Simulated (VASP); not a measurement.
Write the native input for VASP 6.6.1 that does the following.

| Item | Value |
| --- | --- |
| Task | single point |
| Functional | PBEsol |
| Potentials or basis | VASP PAW PBE potentials, release 64 (Mg, O) |
| Cutoff | 520 eV |
| k mesh | 6 × 6 × 6 |
| Occupations | gaussian, width 0.05 eV |
| Spin | no spin polarisation |
| Dipole correction | no |
| Further INCAR settings | ALGO = Normal; EDIFF = 1e-07; NBANDS = 26 |

The structure of MgO lies in POSCAR:

```
MgO
1.0
    4.2149416169      0.0000000000      0.0000000000
    0.0000000000     -4.2149416169      0.0000000000
    0.0000000000      0.0000000000     -4.2149416169
Mg O
4 4
Direct
   -0.0711310624      0.0711310624      0.1257431415
    0.5000000000      0.5000000000      0.0000000000
    0.5000000000      0.0000000000      0.5000000000
    0.0000000000      0.5000000000      0.5000000000
    0.5000000000      0.0000000000      0.0000000000
    0.0000000000      0.5000000000      0.0000000000
    0.0000000000      0.0000000000      0.5000000000
    0.5000000000      0.5000000000      0.5000000000
```

This cell differs from its parent crystal: atom 1 (Mg) moved by -0.424 Å along [1 1 0] and -0.530 Å along [0 0 1].

These files were run (other wordings do the same):

INCAR

```
ALGO = Normal ; EDIFF = 1E-7
ENCUT = 520 ; GGA = PS
ISIF = 2 ; ISMEAR = 0
LASPH = True ; LCHARG = False
LREAL = False ; LWAVE = False
NBANDS = 26 ; NELM = 100
PREC = Accurate ; SIGMA = 0.05
```

KPOINTS

```
k-points
0
Gamma
  6 6 6
```

Potentials or basis: VASP PAW PBE potentials, release 64 (Mg, O).

Launch:

```bash
$ cat potpaw_PBE.64/Mg/POTCAR potpaw_PBE.64/O/POTCAR > POTCAR
$ mpirun -np 1 vasp_std > vasp.out
```

Results of the run:

* Pressure: 13.3 GPa
* Largest force: 10.195 eV/Å
* Band gap on the k mesh: 4.44 eV, direct

Caveat: the cell differs from its parent crystal (atom 1 (Mg) moved by -0.424 Å along [1 1 0] and -0.530 Å along [0 0 1]); the PAW data sets were made with another functional, which shifts forces and pressure a little.

Run time: 37 s on 1 thread of Intel(R) Xeon(R) 6975P-C (Granite Rapids) (shared host), peak memory 0.23 GiB.
